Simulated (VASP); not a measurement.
# CaO (Cmcm) in VASP: a series of runs, part 2 of 2

VASP 6.6.1. Earlier steps stand in the parts before.

## 4. Single point, PBE

This run uses another cell than the first one, of the same volume but with other edges.

File INCAR:

```
SYSTEM = CaO
PREC = Accurate
ENCUT = 520
EDIFF = 1E-7
ISMEAR = 0
SIGMA = 0.05
LREAL = .FALSE.
LASPH = .TRUE.
NELM = 60
ALGO = Normal
ISIF = 2
LWAVE = .FALSE.
LCHARG = .FALSE.
GGA = PE
NBANDS = 24
```

File KPOINTS:

```
Automatic mesh
0
G
  9 9 6
  0 0 0
```

File POSCAR:

```
CaO
1.0
    3.7645937999      0.0000000000      0.0000000000
   -1.8822969000      3.7686645711      0.0000000000
    0.0000000000      0.0000000000      4.6793913223
Ca O
2 2
Direct
    0.3333333333      0.6666666667      0.7500000000
    0.6666666667      0.3333333333      0.2500000000
    0.3333333333      0.6666666667      0.2500000000
    0.6666666667      0.3333333333      0.7500000000
```

Potentials or basis: VASP PAW PBE potentials, release 64 (Ca_sv, O).

On the command line:

```sh
> cat potpaw_PBE.64/Ca_sv/POTCAR potpaw_PBE.64/O/POTCAR > POTCAR
> mpirun -np 1 vasp_std > vasp.out
```

OUTCAR:

```text
SYSTEM = CaO
   PREC = Accurate
   ENCUT = 520
   EDIFF = 1E-7
   ISMEAR = 0
   LREAL = .FALSE.
   LASPH = .TRUE.
   NELM = 60
   ISIF = 2
   GGA = PE

 ion  position               nearest neighbor table
   1  0.333  0.667  0.750-   4 2.26   4 2.26   3 2.34   3 2.34   4 2.51
   2  0.667  0.333  0.250-   3 2.26   3 2.26   4 2.34   4 2.34   3 2.51
   3  0.333  0.667  0.250-   2 2.26   2 2.26   1 2.34   1 2.34   2 2.51
   4  0.667  0.333  0.750-   1 2.26   1 2.26   2 2.34   2 2.34   1 2.51

  LATTYP: Found a base centered orthorhombic cell.
 ALAT       =     3.7645937999
 B/A-ratio  =     2.0021626616
 C/A-ratio  =     1.2430003265

  Lattice vectors:

 A1 = (   1.8822969000,  -3.7686645711,   0.0000000000)
 A2 = (   1.8822968999,   3.7686645711,   0.0000000000)
 A3 = (   0.0000000000,   0.0000000000,   4.6793913223)

Analysis of symmetry for initial positions (statically):
=====================================================================
 Subroutine PRICEL returns:
 Original cell was already a primitive cell.

 Routine SETGRP: Setting up the symmetry group for a
 base centered orthorhombic supercell.

 Subroutine GETGRP returns: Found  8 space group operations
 (whereof  4 operations were pure point group operations)
 out of a pool of  8 trial point group operations.

The static configuration has the point symmetry C_2h.
 The point group associated with its full space group is D_2h.

Analysis of symmetry for dynamics (positions and initial velocities):
=====================================================================
 Subroutine PRICEL returns:
 Original cell was already a primitive cell.

 Routine SETGRP: Setting up the symmetry group for a
 base centered orthorhombic supercell.

 Subroutine GETGRP returns: Found  8 space group operations
 (whereof  4 operations were pure point group operations)
 out of a pool of  8 trial point group operations.

The dynamic configuration has the point symmetry C_2h.
 The point group associated with its full space group is D_2h.

 Subroutine INISYM returns: Found  8 space group operations
 (whereof  4 operations are pure point group operations),
 and found     1 'primitive' translations

----------------------------------------------------------------------------------------

                                     Primitive cell

  volume of cell :      66.3888

  direct lattice vectors                    reciprocal lattice vectors
     3.764593800  0.000000000  0.000000000     0.265632908  0.132672991  0.000000000
    -1.882296900  3.768664571  0.000000000     0.000000000  0.265345982  0.000000000
     0.000000000  0.000000000  4.679391322     0.000000000  0.000000000  0.213703008

  length of vectors
     3.764593800  4.212585224  4.679391322     0.296922489  0.265345982  0.213703008

  position of ions in fractional coordinates (direct lattice)
     0.333333333  0.666666667  0.750000000
     0.666666667  0.333333333  0.250000000
     0.333333333  0.666666667  0.250000000
     0.666666667  0.333333333  0.750000000

  ion indices of the primitive-cell ions
   primitive index   ion index
                 1           1
                 2           2
                 3           3
                 4           4

----------------------------------------------------------------------------------------

 KPOINTS: Automatic mesh

Automatic generation of k-mesh.
 Grid dimensions read from file:
 generate k-points for:    9    9    6

 Generating k-lattice:

  Cartesian coordinates                     Fractional coordinates (reciprocal lattice)
     0.029514768  0.014741443  0.000000000     0.111111111  0.000000000  0.000000000
     0.000000000  0.029482887  0.000000000     0.000000000  0.111111111  0.000000000
     0.000000000  0.000000000  0.035617168     0.000000000  0.000000000  0.166666667

  Length of vectors
     0.032991388  0.029482887  0.035617168

  Shift w.r.t. Gamma in fractional coordinates (k-lattice)
     0.000000000  0.000000000  0.000000000

 Subroutine IBZKPT returns following result:
 ===========================================

 Found    100 irreducible k-points:

 Following reciprocal coordinates:
            Coordinates               Weight
  0.000000  0.000000  0.000000      1.000000
  0.111111  0.000000  0.000000      4.000000
  0.222222  0.000000  0.000000      4.000000
  0.333333  0.000000  0.000000      4.000000
  0.444444  0.000000  0.000000      4.000000
  0.000000  0.111111  0.000000      2.000000
[... 16 lines left out ...]
  0.333333  0.333333  0.000000      2.000000
  0.000000  0.444444  0.000000      2.000000
 [... further k-points ...]
   k-points           NKPTS =    100   k-points in BZ     NKDIM =    100   number of bands    NBANDS=     24
   number of dos      NEDOS =    301   number of ions     NIONS =      4
   total plane-waves  NPLWV =  32256
   dimension x,y,z NGX =    28 NGY =   32 NGZ =   36
   dimension x,y,z NGXF=    56 NGYF=   64 NGZF=   72
   ions per type =               2   2
   NGX,Y,Z   is equivalent  to a cutoff of  12.36, 12.63, 12.79 a.u.
   NGXF,Y,Z  is equivalent  to a cutoff of  24.73, 25.26, 25.58 a.u.
 SYSTEM =  CaO
   PREC   = accura    normal or accurate (medium, high low for compatibility)
   ISTART =      0    job   : 0-new  1-cont  2-samecut
   ICHARG =      2    charge: 1-file 2-atom 10-const
   ISPIN  =      1    spin polarized calculation?
   LNONCOLLINEAR =      F non collinear calculations
   LSORBIT =      F    spin-orbit coupling
   LASPH  =      T    aspherical Exc in radial PAW
   ENCUT  =  520.0 eV  38.22 Ry    6.18 a.u.   7.00  7.83  8.70*2*pi/ulx,y,z
   NELM   =     60;   NELMIN=  2; NELMDL= -5     # of ELM steps
   EDIFF  = 0.1E-06   stopping-criterion for ELM
   LREAL  =      F    real-space projection
   EDIFFG = 0.1E-05   stopping-criterion for IOM
   NSW    =      0    number of steps for IOM
   IBRION =     -1    ionic relax: 0-MD 1-quasi-New 2-CG
   NFREE  =      0    steps in history (QN), initial steepest desc. (CG)
   ISIF   =      2    stress and relaxation
   ISYM   =      2    0-nonsym 1-usesym 2-fastsym
   POTIM  = 0.5000    time-step for ionic-motion
   TEBEG  =    0.0;   TEEND  =   0.0 temperature during run
   PSTRESS=    0.0 pullay stress
   NELECT =      32.0000    total number of electrons
   NUPDOWN=      -1.0000    fix difference up-down
   EMIN   =  10.00;   EMAX   =-10.00  energy-range for DOS
   EFERMI =   0.00;   METHOD = LEGACY
   ISMEAR =     0;   SIGMA  =   0.05  broadening in eV -4-tet -1-fermi 0-gaus
   EFERMI_NEDOS =   21; number of points for ismear=-14 and -15
   IALGO  =     38    algorithm
   IMIX   =      4    mixing-type and parameters
     AMIX     =   0.40;   BMIX     =  1.00
     AMIX_MAG =   1.60;   BMIX_MAG =  1.00
  volume/ion in A,a.u.               =      16.60       112.00
  Fermi-wavevector in a.u.,A,eV,Ry     =   1.283591  2.425634 22.417022  1.647605
  Thomas-Fermi vector in A             =   2.415834
   LORBIT       =      0    0 simple, 1 ext, 2 COOP (PROOUT), +10 PAW based schemes
   GGA     = PE    functional components
   LHFCALC =     F    Hartree Fock is set to
   AEXX    =    0.0000 exact exchange contribution
   IVDW    =     0    specifies the selected vdW correction
   LEPSILON=     F    determine dielectric tensor
   LRPA    =     F    only Hartree local field effects (RPA)
 non-spin polarized calculation
 Gauss-broadening in eV      SIGMA  =   0.05
  energy-cutoff  :      520.00
  volume of cell :       66.39
 maximum number of plane-waves:      1802
   NGX = 13   NGY = 15   NGZ = 17

 number of electron      32.0000000 magnetization

 Free energy of the ion-electron system (eV)
  ---------------------------------------------------
  ext. energy  EPLUGINS =         0.00000000
  ---------------------------------------------------
  free energy    TOTEN  =       -25.16916270 eV

  energy without entropy =      -25.16916270  energy(sigma->0) =      -25.16916270

 E-fermi :   1.5764     XC(G=0):  -9.3566

 val. band max:        1.3565036785   @ k =   0.0000   0.0000   0.0000
 cond. band min:       4.4015958090   @ k =   0.0000   0.0000   0.0000
 fundamental gap:      3.0450921305
 Fermi energy:         1.5764452992

 k-point     1 :       0.0000    0.0000    0.0000
  band No.  band energies     occupation
      1     -36.3482      2.00000
      2     -36.2082      2.00000
      3     -17.6731      2.00000
      4     -17.5017      2.00000
      5     -17.4693      2.00000
      6     -17.3011      2.00000
[... 637 lines left out ...]
     23       9.4390      0.00000
     24       9.5605      0.00000

 [... further k-points ...]
[... 5 lines left out ...]
  --------------------------------------------------------------------------------------
  -------------------------------------------------------------------------------------
  Total        2.3319304     -1.6952720      2.0776421      0.0000000      0.0000000      0.0000000
  in kB       56.2770329    -40.9124040     50.1402322      0.0000000      0.0000000      0.0000000
  external PRESSURE =      21.8349537 kB  Pullay stress =       0.0000000 kB

 VOLUME and BASIS-vectors are now :
 -----------------------------------------------------------------------------
  energy-cutoff  :      520.00
  volume of cell :       66.39
      direct lattice vectors                 reciprocal lattice vectors
     3.764593800  0.000000000  0.000000000     0.265632908  0.132672991  0.000000000
    -1.882296900  3.768664571  0.000000000     0.000000000  0.265345982  0.000000000
     0.000000000  0.000000000  4.679391322     0.000000000  0.000000000  0.213703008

 POSITION                                       TOTAL-FORCE (eV/Angst)
 -----------------------------------------------------------------------------------
     -0.00000      2.51244      3.50954        -0.000000      0.658984      0.000000
      1.88230      1.25622      1.16985         0.000000     -0.658984      0.000000
     -0.00000      2.51244      1.16985        -0.000000      0.445977     -0.000000
      1.88230      1.25622      3.50954         0.000000     -0.445977     -0.000000
 -----------------------------------------------------------------------------------
    total drift:                                0.000000     -0.000000     -0.000000

  FREE ENERGIE OF THE ION-ELECTRON SYSTEM (eV)
  ---------------------------------------------------
  free  energy   TOTEN  =       -25.1691627044 eV

  energy  without entropy=      -25.1691627044  energy(sigma->0) =      -25.16916270
```

OSZICAR:

```text
N       E                     dE             d eps       ncg     rms          rms(c)
DAV:   1     0.323052248503E+03    0.32305E+03   -0.16496E+04  4816   0.133E+03
DAV:   2    -0.357251972027E+01   -0.32662E+03   -0.30893E+03  5576   0.389E+02
DAV:   3    -0.291536454688E+02   -0.25581E+02   -0.25407E+02  7816   0.104E+02
DAV:   4    -0.300554046008E+02   -0.90176E+00   -0.90040E+00  6824   0.172E+01
DAV:   5    -0.300796812538E+02   -0.24277E-01   -0.24276E-01  6840   0.202E+00    0.132E+01
DAV:   6    -0.253183707617E+02    0.47613E+01   -0.22320E+01  6992   0.305E+01    0.547E+00
DAV:   7    -0.252258998271E+02    0.92471E-01   -0.25809E+00  6320   0.105E+01    0.282E+00
DAV:   8    -0.251753877550E+02    0.50512E-01   -0.37498E-01  6632   0.468E+00    0.918E-01
DAV:   9    -0.251651169269E+02    0.10271E-01   -0.98835E-02  6168   0.194E+00    0.234E-01
DAV:  10    -0.251691167603E+02   -0.39998E-02   -0.10359E-02  5696   0.703E-01    0.132E-01
DAV:  11    -0.251694113746E+02   -0.29461E-03   -0.66351E-03  6160   0.451E-01    0.121E-01
DAV:  12    -0.251691573022E+02    0.25407E-03   -0.14986E-03  5800   0.261E-01    0.107E-02
DAV:  13    -0.251691610852E+02   -0.37830E-05   -0.56614E-05  6248   0.602E-02    0.513E-03
DAV:  14    -0.251691629691E+02   -0.18839E-05   -0.56951E-06  6376   0.160E-02    0.251E-03
DAV:  15    -0.251691627301E+02    0.23894E-06   -0.45099E-07  6016   0.482E-03    0.719E-04
DAV:  16    -0.251691627044E+02    0.25764E-07   -0.73751E-08  4264   0.206E-03
   1 F= -.25169163E+02 E0= -.25169163E+02  d E =-.229391E-12
```

stdout:

```text
POSCAR found type information on POSCAR CaO
 POSCAR found :  2 types and       4 ions
 scaLAPACK will be used
 LDA part: xc-table for (Slater+PW92), standard interpolation
 POSCAR, INCAR and KPOINTS ok, starting setup
 FFT: planning ... GRIDC
 FFT: planning ... GRID_SOFT
 FFT: planning ... GRID
 WAVECAR not read
 entering main loop
```

Run time: 65 s. Hardware: 1 thread of Intel Xeon 6975P-C (Granite Rapids), shared host; peak memory 0.27 GiB.

Results:

```yaml
Free_energy: -25.1692 eV
Pressure: 2.2 GPa
Largest_force: 0.659 eV/Å
Band_gap_on_the_k_mesh: 3.05 eV
```

Forces in eV/Å, atoms in the order of the input:
```
Ca   0.000  0.659  0.000
Ca   0.000 -0.659  0.000
O    0.000  0.446  0.000
O    0.000 -0.446  0.000
```

Levels at points of the mesh, in eV from the valence-band top:
```csv
k point,band 14,band 15,band 16,band 17,band 18,band 19
"(0.00, 0.00, 0.00)",-1.01,-1.01,0.00,3.05,5.90,6.18
"(0.00, 0.00, 0.50)",-1.42,-1.18,-1.18,4.80,4.80,7.61
```

Caveat: the cell differs from its parent crystal (strain +e along x and -e along y -0.0733, strain +e along z and -e/2 along x and y -0.0267); an odd mesh through Γ misses points on the zone boundary, where band edges can lie.

## 5. The runs side by side

```csv
cell,gap on the mesh (eV),pressure (GPa),largest force (eV/Å)
"a = 4.298, b = 3.866, c = 4.808 Å, angles 90.0, 90.0, 123.8°, 4 atoms",3.20,2.0,1.17
"a = 3.711, b = 4.159, c = 4.808 Å, angles 90.0, 90.0, 116.5°, 4 atoms",3.18,1.6,0.75
"a = 3.765, b = 4.213, c = 4.679 Å, angles 90.0, 90.0, 116.5°, 4 atoms",3.05,2.2,0.66
```

Alike in all rows: task single point; level PBE; potentials or basis VASP PAW PBE potentials, release 64 (Ca_sv, O); no spin polarisation; k mesh 9 × 9 × 6; cutoff (eV) 520; smearing gaussian 0.05 eV.

Caveats: an odd mesh through Γ misses points on the zone boundary, where band edges can lie; forces of over 1 eV/Å act on the atoms, so gaps and moduli don't describe the material at rest (at least some runs).

Absolute energies hang on the potentials; compare differences alone.
